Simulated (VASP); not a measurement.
Set up this calculation in VASP 6.6.1, as the native input.

```yaml
Task: single point
Functional: LDA
Potentials_or_basis: VASP PAW LDA potentials, release 64 (Al, N)
Cutoff: 520 eV
k_mesh: 9 × 9 × 6
Occupations: gaussian, width 0.05 eV
Spin: no spin polarisation
Dipole_correction: no
Further_INCAR_settings: ALGO = Normal; EDIFF = 1e-06; NBANDS = 16
```

The structure of AlN lies in POSCAR:

```
AlN
1.0
    3.0371604035      0.0000000000      0.0000000000
   -1.5185802018      2.6302580648      0.0000000000
    0.0000000000      0.0000000000      4.8612078838
Al N
2 2
Direct
    0.3494085240      0.6988170481      0.0015212672
    0.6505914760      0.3011829519      0.5015212672
    0.3189889223      0.6379778447      0.3834787328
    0.6810110777      0.3620221553      0.8834787328
```

These files were run (other wordings do the same):

INCAR

```
SYSTEM = AlN
PREC = Accurate
ENCUT = 520
EDIFF = 1E-6
ISMEAR = 0
SIGMA = 0.05
LREAL = .FALSE.
LASPH = .TRUE.
NELM = 80
ALGO = Normal
ISIF = 2
LWAVE = .FALSE.
LCHARG = .FALSE.
GGA = CA
NBANDS = 16
```

KPOINTS

```
Automatic mesh
0
G
  9 9 6
  0 0 0
```

Potentials or basis: VASP PAW LDA potentials, release 64 (Al, N).

The run is started by

```bash
$ cat potpaw_LDA.64/Al/POTCAR potpaw_LDA.64/N/POTCAR > POTCAR
$ mpirun -np 1 vasp_std > vasp.out
```

Results of the run:

* Pressure: 12.3 GPa
* Largest force: 0.536 eV/Å
* Band gap on the k mesh: 4.79 eV, direct

It took 68 s on 1 thread of AMD EPYC 7R43 64-Core Processor (Zen 3), on a shared host, peak memory 0.13 GiB.
